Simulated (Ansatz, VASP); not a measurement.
**Si2W in VASP and in Ansatz**

```
Si W
1.0
     4.54286    0.00000    0.00000
    -2.27143    3.93423    0.00000
     0.00000    0.00000    6.85790
Si W
6 3
Direct
  0.82383 0.64766 0.50000
  0.17617 0.82383 0.83333
  0.64766 0.82383 0.16667
  0.17617 0.35234 0.50000
  0.82383 0.17617 0.83333
  0.35234 0.17617 0.16667
  0.00000 0.50000 0.16667
  0.50000 0.50000 0.83333
  0.50000 0.00000 0.50000
```

Alike in both runs: task single point; functional PBE; k mesh 9 × 9 × 6; occupations gaussian, width 0.03 eV; no spin polarisation.

|  | VASP | Ansatz |
| --- | --- | --- |
| version | VASP 6.6.1 | Ansatz 0.2.0 |
| potentials or method | VASP PAW PBE potentials, release 64 (Si, W_sv), cutoff 520 eV | scalar-relativistic, plane waves, PAW |
| valence electrons in the cell | 66 | 66 |

|  | VASP | Ansatz | Ansatz less VASP |
| --- | --- | --- | --- |
| gap on the k mesh at the Fermi level (eV) | 0.41 | 0.41 | +0.001 |
| least direct gap on the mesh (eV) | 0.80 | 0.80 | +0.001 |
| pressure (GPa) | 1.9 | 1.9 | -0.03 |
| traceless stress, the component that is largest in VASP (GPa) | -7.64 | -7.65 | -0.014 |
| rms of the force components (eV/Å) | 0.757 | 0.757 | -0.0006 |

Atom by atom the forces differ by 0.001 eV/Å (rms over components). With one functional, cell and mesh, what is left measures potentials, basis and numerics.

Spin-orbit coupling is off throughout.
